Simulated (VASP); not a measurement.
# Ti2GaS3 (P-6m2) in VASP: a series of runs

Ti2GaS3 is run at these levels: r2SCAN, PBE; tasks: single point, relaxation of cell and atoms.

Program: VASP 6.6.1. These are calculated values, not measurements. Logs are shortened: lines on timing, memory, paths and dates and some standing lists are left out, and cuts for length are marked.

**1. The cell of the first run**

Symmetry: P-6m2, No. 187, hexagonal system. The conventional cell has a = 3.325 Å, b = 3.325 Å, c = 10.823 Å, α = 90.00°, β = 90.00°, γ = 120.00°. Ti (site symmetry 3m) has 6 S at 2.43 to 2.52 Å and 7 Ti at 3.28 to 3.33 Å within 3.4 Å. Ga (site symmetry -6m2) has 6 S at 2.99 Å and 6 Ga at 3.33 Å and 2 Ti at 3.77 Å within 3.9 Å. S (site symmetry 3m) has 3 Ti at 2.43 Å and 3 Ga at 2.99 Å and 7 S at 3.12 to 3.33 Å within 3.4 Å. S (site symmetry -6m2) has 6 Ti at 2.52 Å and 8 S at 3.12 to 3.33 Å within 3.4 Å.

**2. Single point, r2SCAN**

File POSCAR:

```
Ti2GaS3
1.0
    3.3253834921      0.0000000000      0.0000000000
   -1.6626917460      2.8798665815      0.0000000000
    0.0000000000      0.0000000000     10.8231733408
Ti Ga S
2 1 3
Direct
    0.0000000000      0.0000000000      0.3485740472
    0.0000000000      0.0000000000      0.6514259528
    0.0000000000      0.0000000000      0.0000000000
    0.3333333333      0.6666666667      0.2112835351
    0.3333333333      0.6666666667      0.5000000000
    0.3333333333      0.6666666667      0.7887164649
```

File INCAR.step1:

```
SYSTEM = Ti2GaS3
ALGO     = Normal         ! electronic algorithm
EDIFF    = 1E-4           ! SCF threshold, eV
ENCUT    = 520            ! plane-wave cutoff, eV
GGA      = PE             ! functional
ISMEAR   = 0              ! smearing method
LASPH    = .TRUE.         ! aspherical terms in the spheres
LCHARG   = .FALSE.        ! write CHGCAR
LREAL    = .FALSE.        ! projectors in reciprocal space
LWAVE    = .TRUE.         ! write WAVECAR
NBANDS   = 36             ! bands
NELM     = 100            ! most SCF steps
PREC     = Accurate       ! precision mode
SIGMA    = 0.1            ! smearing width, eV
```

File INCAR.step2:

```
SYSTEM = Ti2GaS3
ALGO     = Normal         ! electronic algorithm
EDIFF    = 1E-7           ! SCF threshold, eV
ENCUT    = 520            ! plane-wave cutoff, eV
ISIF     = 2              ! what is computed and relaxed
ISMEAR   = 0              ! smearing method
ISTART   = 1            
LASPH    = .TRUE.         ! aspherical terms in the spheres
LCHARG   = .FALSE.        ! write CHGCAR
LMIXTAU  = .TRUE.       
LREAL    = .FALSE.        ! projectors in reciprocal space
LWAVE    = .FALSE.        ! write WAVECAR
METAGGA  = R2SCAN         ! meta-GGA
NBANDS   = 36             ! bands
NELM     = 100            ! most SCF steps
PREC     = Accurate       ! precision mode
SIGMA    = 0.1            ! smearing width, eV
```

File KPOINTS:

```
k-points
0
G
  12 12 4
  0 0 0
```

Potentials or basis: VASP PAW PBE potentials, release 64 (Ti_sv, Ga_d, S).

Command:

```console
cat potpaw_PBE.64/Ti_sv/POTCAR potpaw_PBE.64/Ga_d/POTCAR potpaw_PBE.64/S/POTCAR > POTCAR
cp INCAR.step1 INCAR
mpirun -np 1 vasp_std > vasp.out
cp INCAR.step2 INCAR
mpirun -np 1 vasp_std > vasp.out
```

OUTCAR:

```text
SYSTEM = Ti2GaS3
   EDIFF = 1E-7
   ENCUT = 520
   ISIF = 2
   ISMEAR = 0
   ISTART = 1
   LASPH = .TRUE.
   LREAL = .FALSE.
   METAGGA = R2SCAN
   NELM = 100
   PREC = Accurate

 ion  position               nearest neighbor table
   1  0.000  0.000  0.349-   4 2.43   4 2.43   4 2.43   5 2.52   5 2.52   5 2.52
   2  0.000  0.000  0.651-   6 2.43   6 2.43   6 2.43   5 2.52   5 2.52   5 2.52
   3  0.000  0.000  0.000-
   4  0.333  0.667  0.211-   1 2.43   1 2.43   1 2.43
   5  0.333  0.667  0.500-   1 2.52   2 2.52   1 2.52   2 2.52   1 2.52   2 2.52
   6  0.333  0.667  0.789-   2 2.43   2 2.43   2 2.43

  LATTYP: Found a hexagonal cell.
 ALAT       =     3.3253834921
 C/A-ratio  =     3.2547143409

  Lattice vectors:

 A1 = (   3.3253834921,   0.0000000000,   0.0000000000)
 A2 = (  -1.6626917460,   2.8798665815,   0.0000000000)
 A3 = (   0.0000000000,   0.0000000000,  10.8231733408)

Analysis of symmetry for initial positions (statically):
=====================================================================
 Subroutine PRICEL returns:
 Original cell was already a primitive cell.

 Routine SETGRP: Setting up the symmetry group for a
 hexagonal supercell.

 Subroutine GETGRP returns: Found 12 space group operations
 (whereof 12 operations were pure point group operations)
 out of a pool of 24 trial point group operations.

The static configuration has the point symmetry D_3h.

Analysis of symmetry for dynamics (positions and initial velocities):
=====================================================================
 Subroutine PRICEL returns:
 Original cell was already a primitive cell.

 Routine SETGRP: Setting up the symmetry group for a
 hexagonal supercell.

 Subroutine GETGRP returns: Found 12 space group operations
 (whereof 12 operations were pure point group operations)
 out of a pool of 24 trial point group operations.

The dynamic configuration has the point symmetry D_3h.

 Subroutine INISYM returns: Found 12 space group operations
 (whereof 12 operations are pure point group operations),
 and found     1 'primitive' translations

----------------------------------------------------------------------------------------

                                     Primitive cell

  volume of cell :     103.6499

  direct lattice vectors                    reciprocal lattice vectors
     3.325383492  0.000000000  0.000000000     0.300717196  0.173619154  0.000000000
    -1.662691746  2.879866581  0.000000000     0.000000000  0.347238308  0.000000000
     0.000000000  0.000000000 10.823173341     0.000000000  0.000000000  0.092394344

  length of vectors
     3.325383492  3.325383492 10.823173341     0.347238308  0.347238308  0.092394344

  position of ions in fractional coordinates (direct lattice)
     0.000000000  0.000000000  0.348574047
     0.000000000  0.000000000  0.651425953
     0.000000000  0.000000000  0.000000000
     0.333333333  0.666666667  0.211283535
     0.333333333  0.666666667  0.500000000
     0.333333333  0.666666667  0.788716465

  ion indices of the primitive-cell ions
   primitive index   ion index
                 1           1
                 2           2
                 3           3
                 4           4
                 5           5
                 6           6

----------------------------------------------------------------------------------------

 KPOINTS: k-points

Automatic generation of k-mesh.
 Grid dimensions read from file:
 generate k-points for:   12   12    4

 Generating k-lattice:

  Cartesian coordinates                     Fractional coordinates (reciprocal lattice)
     0.025059766  0.014468263  0.000000000     0.083333333  0.000000000  0.000000000
     0.000000000  0.028936526  0.000000000     0.000000000  0.083333333  0.000000000
     0.000000000  0.000000000  0.023098586     0.000000000  0.000000000  0.250000000

  Length of vectors
     0.028936526  0.028936526  0.023098586

  Shift w.r.t. Gamma in fractional coordinates (k-lattice)
     0.000000000  0.000000000  0.000000000

 Subroutine IBZKPT returns following result:
 ===========================================

 Found     57 irreducible k-points:

 Following reciprocal coordinates:
            Coordinates               Weight
  0.000000  0.000000  0.000000      1.000000
  0.083333  0.000000  0.000000      6.000000
  0.166667 -0.000000  0.000000      6.000000
  0.250000  0.000000  0.000000      6.000000
  0.333333  0.000000  0.000000      6.000000
  0.416667  0.000000  0.000000      6.000000
[... 16 lines left out ...]
  0.250000  0.000000  0.250000     12.000000
  0.333333  0.000000  0.250000     12.000000
 [... further k-points ...]
   k-points           NKPTS =     57   k-points in BZ     NKDIM =     57   number of bands    NBANDS=     36
   number of dos      NEDOS =    301   number of ions     NIONS =      6
   total plane-waves  NPLWV =  62720
   dimension x,y,z NGX =    28 NGY =   28 NGZ =   80
   dimension x,y,z NGXF=    56 NGYF=   56 NGZF=  160
   ions per type =               2   1   3
   NGX,Y,Z   is equivalent  to a cutoff of  14.00, 14.00, 12.29 a.u.
   NGXF,Y,Z  is equivalent  to a cutoff of  28.00, 28.00, 24.58 a.u.
 SYSTEM =  Ti2GaS3
   PREC   = accura    normal or accurate (medium, high low for compatibility)
   ISTART =      1    job   : 0-new  1-cont  2-samecut
   ICHARG =      0    charge: 1-file 2-atom 10-const
   ISPIN  =      1    spin polarized calculation?
   LNONCOLLINEAR =      F non collinear calculations
   LSORBIT =      F    spin-orbit coupling
   LASPH  =      T    aspherical Exc in radial PAW
   ENCUT  =  520.0 eV  38.22 Ry    6.18 a.u.   6.18  6.18 20.12*2*pi/ulx,y,z
   NELM   =    100;   NELMIN=  2; NELMDL=  0     # of ELM steps
   EDIFF  = 0.1E-06   stopping-criterion for ELM
   LREAL  =      F    real-space projection
   EDIFFG = 0.1E-05   stopping-criterion for IOM
   NSW    =      0    number of steps for IOM
   IBRION =     -1    ionic relax: 0-MD 1-quasi-New 2-CG
   NFREE  =      0    steps in history (QN), initial steepest desc. (CG)
   ISIF   =      2    stress and relaxation
   ISYM   =      2    0-nonsym 1-usesym 2-fastsym
   POTIM  = 0.5000    time-step for ionic-motion
   TEBEG  =    0.0;   TEEND  =   0.0 temperature during run
   PSTRESS=    0.0 pullay stress
   NELECT =      55.0000    total number of electrons
   NUPDOWN=      -1.0000    fix difference up-down
   EMIN   =  10.00;   EMAX   =-10.00  energy-range for DOS
   EFERMI =   0.00;   METHOD = LEGACY
   ISMEAR =     0;   SIGMA  =   0.10  broadening in eV -4-tet -1-fermi 0-gaus
   EFERMI_NEDOS =   21; number of points for ismear=-14 and -15
   IALGO  =     38    algorithm
   IMIX   =      4    mixing-type and parameters
     AMIX     =   0.40;   BMIX     =  1.00
     AMIX_MAG =   1.60;   BMIX_MAG =  1.00
  volume/ion in A,a.u.               =      17.27       116.58
  Fermi-wavevector in a.u.,A,eV,Ry     =   1.325377  2.504600 23.900329  1.756625
  Thomas-Fermi vector in A             =   2.454843
   LORBIT       =      0    0 simple, 1 ext, 2 COOP (PROOUT), +10 PAW based schemes
   METAGGA = R2SCAN    functional components
   LHFCALC =     F    Hartree Fock is set to
   AEXX    =    0.0000 exact exchange contribution
   IVDW    =     0    specifies the selected vdW correction
   LEPSILON=     F    determine dielectric tensor
   LRPA    =     F    only Hartree local field effects (RPA)
 non-spin polarized calculation
 Gauss-broadening in eV      SIGMA  =   0.10
  energy-cutoff  :      520.00
  volume of cell :      103.65
 maximum number of plane-waves:      2808
 NGX is ok and might be reduce to    28
   NGX = 13   NGY = 13   NGZ = 41

 number of electron      55.0000020 magnetization

 Free energy of the ion-electron system (eV)
  ---------------------------------------------------
  ext. energy  EPLUGINS =         0.00000000
  ---------------------------------------------------
  free energy    TOTEN  =       -68.59420732 eV

  energy without entropy =      -68.57485179  energy(sigma->0) =      -68.58452955

 E-fermi :   7.2349     XC(G=0): -11.5880

 val. band max:        7.2319960053   @ k =   0.3333   0.3333   0.2500
 cond. band min:       7.2463595757   @ k =   0.3333   0.2500   0.0000
 fundamental gap:      0.0143635704
 Fermi energy:         7.2349480799

 k-point     1 :       0.0000    0.0000    0.0000
  band No.  band energies     occupation
      1     -52.2746      2.00000
      2     -52.2690      2.00000
      3     -27.5850      2.00000
      4     -27.5081      2.00000
      5     -27.4166      2.00000
      6     -27.4165      2.00000
[... 28 lines left out ...]
     35      10.0064      0.00000
     36      10.0064      0.00000

 k-point     2 :       0.0833    0.0000    0.0000
  band No.  band energies     occupation
      1     -52.2734      2.00000
      2     -52.2678      2.00000
      3     -27.5823      2.00000
      4     -27.5061      2.00000
      5     -27.4284      2.00000
      6     -27.4211      2.00000
[... 28 lines left out ...]
     35      10.0028      0.00000
     36      10.0420      0.00000

 k-point     3 :       0.1667   -0.0000    0.0000
  band No.  band energies     occupation
      1     -52.2702      2.00000
      2     -52.2647      2.00000
      3     -27.5747      2.00000
      4     -27.5007      2.00000
      5     -27.4607      2.00000
      6     -27.4517      2.00000
[... 28 lines left out ...]
     35      10.1167      0.00000
     36      10.2051      0.00000

 k-point     4 :       0.2500    0.0000    0.0000
  band No.  band energies     occupation
      1     -52.2658      2.00000
      2     -52.2604      2.00000
      3     -27.5644      2.00000
      4     -27.5045      2.00000
      5     -27.4979      2.00000
      6     -27.4886      2.00000
[... 28 lines left out ...]
     35      10.1392      0.00000
     36      10.5475      0.00000

 k-point     5 :       0.3333    0.0000    0.0000
  band No.  band energies     occupation
      1     -52.2614      2.00000
      2     -52.2561      2.00000
      3     -27.5541      2.00000
      4     -27.5479      2.00000
      5     -27.5359      2.00000
      6     -27.4845      2.00000
[... 655 lines left out ...]
 k-point    22 :       0.1667   -0.0000    0.2500
  band No.  band energies     occupation
      1     -52.2702      2.00000
      2     -52.2647      2.00000
      3     -27.5747      2.00000
      4     -27.5007      2.00000
      5     -27.4607      2.00000
      6     -27.4518      2.00000
[... 28 lines left out ...]
     35      10.0796      0.00000
     36      10.2081      0.00000

 k-point    23 :       0.2500    0.0000    0.2500
  band No.  band energies     occupation
      1     -52.2658      2.00000
      2     -52.2604      2.00000
      3     -27.5644      2.00000
      4     -27.5045      2.00000
      5     -27.4979      2.00000
      6     -27.4887      2.00000
[... 28 lines left out ...]
     35      10.2890      0.00000
     36      10.5745      0.00000

 k-point    24 :       0.3333    0.0000    0.2500
  band No.  band energies     occupation
      1     -52.2614      2.00000
      2     -52.2560      2.00000
      3     -27.5541      2.00000
      4     -27.5479      2.00000
      5     -27.5359      2.00000
      6     -27.4845      2.00000
[... 28 lines left out ...]
     35       9.9878      0.00000
     36      10.5300      0.00000

 [... further k-points ...]
[... 5 lines left out ...]
  --------------------------------------------------------------------------------------
  -------------------------------------------------------------------------------------
  Total       -0.2004768     -0.2004768     -0.4626251     -0.0000000      0.0000000      0.0000000
  in kB       -3.0988887     -3.0988887     -7.1510699     -0.0000000      0.0000000      0.0000000
  external PRESSURE =      -4.4496158 kB  Pullay stress =       0.0000000 kB

 VOLUME and BASIS-vectors are now :
 -----------------------------------------------------------------------------
  energy-cutoff  :      520.00
  volume of cell :      103.65
      direct lattice vectors                 reciprocal lattice vectors
     3.325383492  0.000000000  0.000000000     0.300717196  0.173619154  0.000000000
    -1.662691746  2.879866581  0.000000000     0.000000000  0.347238308  0.000000000
     0.000000000  0.000000000 10.823173341     0.000000000  0.000000000  0.092394344

 POSITION                                       TOTAL-FORCE (eV/Angst)
 -----------------------------------------------------------------------------------
      0.00000      0.00000      3.77268        -0.000000      0.000000     -0.122493
      0.00000      0.00000      7.05050         0.000000     -0.000000      0.122493
      0.00000      0.00000      0.00000        -0.000000      0.000000      0.000000
     -0.00000      1.91991      2.28676         0.000000     -0.000000      0.065021
     -0.00000      1.91991      5.41159         0.000000     -0.000000      0.000000
     -0.00000      1.91991      8.53642        -0.000000     -0.000000     -0.065021
 -----------------------------------------------------------------------------------
    total drift:                                0.000000     -0.000000      0.000000

  FREE ENERGIE OF THE ION-ELECTRON SYSTEM (eV)
  ---------------------------------------------------
  free  energy   TOTEN  =       -68.5942073173 eV

  energy  without entropy=      -68.5748517905  energy(sigma->0) =      -68.58452955
```

Run time: 8.1 min. Hardware: 1 thread of Intel Xeon 6975P-C (Granite Rapids), shared host; peak memory 0.38 GiB.

Results:

| Quantity | Value |
| --- | --- |
| Free energy | -68.5942 eV |
| Pressure | -0.4 GPa |
| Largest force | 0.122 eV/Å |
| Band gap on the k mesh | zero (an odd number of electrons rules out a gap without spin polarisation) |

Forces on the atoms (eV/Å):
```
Ti   0.000  0.000 -0.122
Ti   0.000  0.000  0.122
Ga   0.000  0.000  0.000
S    0.000  0.000  0.065
S    0.000  0.000  0.000
S    0.000  0.000 -0.065
```

Caveat: the PAW data sets were made with another functional, which shifts forces and pressure a little.

**3. Relaxation of cell and atoms, PBE, collinear spin**

This run uses another cell than the first one, of 18.73 Å³/atom.

File INCAR:

```
SYSTEM = Ti2GaS3
ALGO = Normal
EDIFF = 1E-7
EDIFFG = -0.08
ENCUT = 600
GGA = PE
IBRION = 2
ISIF = 3
ISMEAR = 0
ISPIN = 2
LASPH = .TRUE.
LCHARG = .FALSE.
LMAXMIX = 4
LORBIT = 11
LREAL = .FALSE.
LWAVE = .FALSE.
MAGMOM = 1 1 0 0 0 0
NELM = 150
NSW = 36
PREC = Accurate
SIGMA = 0.2
```

File KPOINTS:

```
k-points
0
G
  5 5 2
  0 0 0
```

File POSCAR:

```
Ti2GaS3
1.0
    3.4500000000      0.0000000000      0.0000000000
   -1.7250000000      2.9877876400      0.0000000000
    0.0000000000      0.0000000000     10.9000000000
Ti Ga S
2 1 3
Direct
    0.6666666700      0.3333333300      0.6350000000
    0.6666666700      0.3333333300      0.3650000000
    0.0000000000      0.0000000000      0.0000000000
    0.0000000000      0.0000000000      0.5000000000
    0.3333333300      0.6666666700      0.2300000000
    0.3333333300      0.6666666700      0.7700000000
```

Potentials or basis: VASP PAW PBE potentials, release 64 (Ti_sv, Ga_d, S).

Command:

```console
cat potpaw_PBE.64/Ti_sv/POTCAR potpaw_PBE.64/Ga_d/POTCAR potpaw_PBE.64/S/POTCAR > POTCAR
mpirun -np 1 vasp_std > vasp.out
```

Run time: 13 min. Hardware: 1 thread of Intel Xeon 6975P-C (Granite Rapids), shared host; peak memory 0.37 GiB.

It converged, with:

| Quantity | Value |
| --- | --- |
| Free energy | -37.4991 eV |
| Relaxed volume | 17.50 Å³/atom |
| Relaxed cell | a = 3.366 Å, b = 3.366 Å, c = 10.699 Å, α = 90.00°, β = 90.00°, γ = 120.00° |
| Space group after relaxing (to 0.1 Å) | P-6m2 (No. 187) |
| Energy gained by relaxing | 23.8 meV/atom |
| Ionic steps | 17 |
| Pressure after relaxing | 0.2 GPa |
| Largest force after relaxing | 0.069 eV/Å |
| Net moment | 0.00 μB per cell |
| Valence electrons inside the program's atomic spheres | Ti 10.26; Ga 11.38; S 3.77, 3.74 (each value once) |

Forces on the atoms (eV/Å):
```
Ti   0.000  0.000  0.043
Ti   0.000  0.000 -0.043
Ga   0.000  0.000  0.000
S    0.000  0.000  0.000
S    0.000  0.000 -0.069
S    0.000  0.000  0.069
```

Stress tensor (GPa, compression positive):
```
0.00 0.00 0.00
0.00 0.00 0.00
0.00 0.00 0.52
```

Step by step:
| step | energy change (eV) | largest force (eV/Å) | pressure (GPa) | volume (Å³) |
| --- | --- | --- | --- | --- |
| 1 | 0.0000 | 0.9110 | -1.84 | 112.36 |
| 2 | -0.0537 | 0.4399 | 1.33 | 108.90 |
| 3 | -0.0558 | 0.3115 | 0.77 | 109.45 |
| 4 | -0.0811 | 0.2910 | -0.05 | 109.97 |
| 5 | -0.0945 | 0.2438 | -1.24 | 110.81 |
| 6 | -0.1100 | 0.2266 | -0.87 | 109.50 |
| 7 | -0.1136 | 0.2376 | -0.60 | 108.64 |
| 8 | -0.1217 | 0.1359 | -0.11 | 107.81 |
| 9 | -0.1231 | 0.1187 | 0.22 | 107.28 |
| 10 | -0.1252 | 0.1054 | -0.09 | 107.45 |
| 11 | -0.1265 | 0.1812 | -0.64 | 107.76 |
| 12 | -0.1274 | 0.1754 | -0.63 | 107.70 |
| 13 | -0.1298 | 0.1578 | -0.58 | 107.50 |
| 14 | -0.1335 | 0.1207 | -0.47 | 107.09 |
| 15 | -0.1366 | 0.1035 | -0.20 | 106.27 |
| 16 | -0.1387 | 0.0951 | -0.11 | 105.94 |
| 17 | -0.1431 | 0.0686 | 0.17 | 104.97 |

Final structure:
```yaml
crystal:
  lattice:
    - [3.36585, 0.00000, 0.00000]
    - [-1.68293, 2.91492, 0.00000]
    - [0.00000, 0.00000, 10.69937]
  atoms:
    - { symbol: Ti, position: [0.66667, 0.33333, 0.64749] }
    - { symbol: Ti, position: [0.66667, 0.33333, 0.35251] }
    - { symbol: Ga, position: [0.00000, 0.00000, 0.00000] }
    - { symbol: S, position: [0.00000, 0.00000, 0.50000] }
    - { symbol: S, position: [0.33333, 0.66667, 0.21578] }
    - { symbol: S, position: [0.33333, 0.66667, 0.78422] }
```

Levels at points of the mesh, in eV from the Fermi level:
Spin up:
```tsv
k point	band 24	band 25	band 26	band 27	band 28	band 29	band 30	band 31	band 32	band 33
(0.00, 0.00, 0.00)	-2.35	-1.16	-1.16	0.14	0.14	0.24	0.68	0.68	1.15	1.99
(0.00, 0.00, 0.50)	-1.41	-1.14	-1.14	-0.61	0.14	0.14	0.68	0.68	1.54	1.94
```
Spin down:
```csv
k point,band 26,band 27,band 28,band 29,band 30,band 31
"(0.00, 0.00, 0.00)",-1.16,0.14,0.14,0.24,0.68,0.68
"(0.00, 0.00, 0.50)",-1.14,-0.61,0.14,0.14,0.68,0.68
```

Caveat: the k points lie up to 0.43 Å⁻¹ apart in the final cell; the relaxation stopped at a loose force limit of 0.08 eV/Å, so its end isn't a converged minimum.
